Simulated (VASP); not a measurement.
Here is a VASP 6.6.1 calculation.

Contents of INCAR:

```
ALGO     = Normal         # electronic algorithm
EDIFF    = 1E-6           # SCF threshold, eV
ENCUT    = 520            # plane-wave cutoff, eV
GGA      = PE             # functional
ISIF     = 2              # what is computed and relaxed
ISMEAR   = 0              # smearing method
LASPH    = T              # aspherical terms in the spheres
LCHARG   = F              # write CHGCAR
LREAL    = F              # projectors in reciprocal space
LWAVE    = F              # write WAVECAR
NBANDS   = 25             # bands
NELM     = 80             # most SCF steps
PREC     = Accurate       # precision mode
SIGMA    = 0.1            # smearing width, eV
```

Contents of KPOINTS:

```
k-points
0
Gamma
  4 4 4
```

Contents of POSCAR:

```
HfS4
1.0
    0.0000000000      3.6855609688      3.6855609688
    3.6855609688      0.0000000000      3.6855609688
    3.6855609688      3.6855609688      0.0000000000
Hf S
1 4
Direct
    0.5000000000      0.5000000000      0.5000000000
    0.1253948399      0.1253948399      0.1253948399
    0.1253948399      0.1253948399      0.6238154804
    0.1253948399      0.6238154804      0.1253948399
    0.6238154804      0.1253948399      0.1253948399
```

Potentials or basis: VASP PAW PBE potentials, release 64 (Hf_pv, S).

Command:

```sh
$ cat potpaw_PBE.64/Hf_pv/POTCAR potpaw_PBE.64/S/POTCAR > POTCAR
$ mpirun -np 1 vasp_std > vasp.out
```

Problem. What does it give for the pressure?

Solution. -0.1 GPa.

Problem. Predict the largest force.

Solution. 0.008 eV/Å.

Problem. Estimate the band gap on the k mesh.

Solution. Zero (band 17 reaches 7.39 eV, above the bottom of band 18 at 6.21 eV).

Forces on the atoms (eV/Å):
```
Hf   0.000  0.000  0.000
S    0.005  0.005  0.005
S   -0.005 -0.005  0.005
S   -0.005  0.005 -0.005
S    0.005 -0.005 -0.005
```

Caveat: the k points lie up to 0.37 Å⁻¹ apart; spin-orbit coupling is left out, which moves the levels of the heavy elements.
